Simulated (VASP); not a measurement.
Set up this calculation in VASP 6.6.1, as the native input.

- Task: electric field gradients
- Functional: LDA
- Potentials or basis: VASP PAW LDA potentials, release 64 (Si, W_sv)
- Cutoff: 400 eV
- k mesh: 11 × 11 × 14
- Occupations: fermi-dirac, width 0.05 eV
- Spin: no spin polarisation
- Dipole correction: no
- Further INCAR settings: ALGO = Normal; EDIFF = 1e-08; NBANDS = 18; ISYM = 0

The structure of Si2W lies in POSCAR:

```
Si2W
1.0
   -1.6006287224      1.6006287224      3.9268226440
    1.6006287224     -1.6006287224      3.9268226440
    1.6006287224      1.6006287224     -3.9268226440
Si W
2 1
Direct
    0.3330000000      0.3330000000      0.0000000000
    0.6670000000      0.6670000000      0.0000000000
    0.0000000000      0.0000000000      0.0000000000
```

One way to write it, as run:

INCAR

```
SYSTEM = Si2W
PREC = Accurate
ENCUT = 400
EDIFF = 1E-8
ISMEAR = -1
SIGMA = 0.05
LREAL = .False.
LASPH = .True.
NELM = 120
ALGO = Normal
ISIF = 2
LWAVE = .False.
LCHARG = .False.
LEFG = .True.
ISYM = 0
NBANDS = 18
GGA_COMPAT = .False.
```

KPOINTS

```
regular mesh
0
Gamma
  11 11 14
  0 0 0
```

Potentials or basis: VASP PAW LDA potentials, release 64 (Si, W_sv).

Command:

```bash
$ cat potpaw_LDA.64/Si/POTCAR potpaw_LDA.64/W_sv/POTCAR > POTCAR
$ mpirun -np 1 vasp_std > vasp.out
```

It gave:

```
Pressure                                : -4.4 GPa
Largest force                           : 0.297 eV/Å
Band gap on the k mesh                  : zero (bands 11 and 12 overlap by 1.27 eV)
Largest electric field gradient by atom : Si -9.6; W -131.4 V/Å²
```

Caveat: the cell stands under tension; without QUAD_EFG the Cq values of the log hold for a quadrupole moment of 1 mb, not for the nuclei; spin-orbit coupling is left out, which moves the levels of the heavy elements.

It took 9.9 min on 1 thread of AMD EPYC 9R14 (Zen 4), with other jobs on the host, peak memory 0.44 GiB.
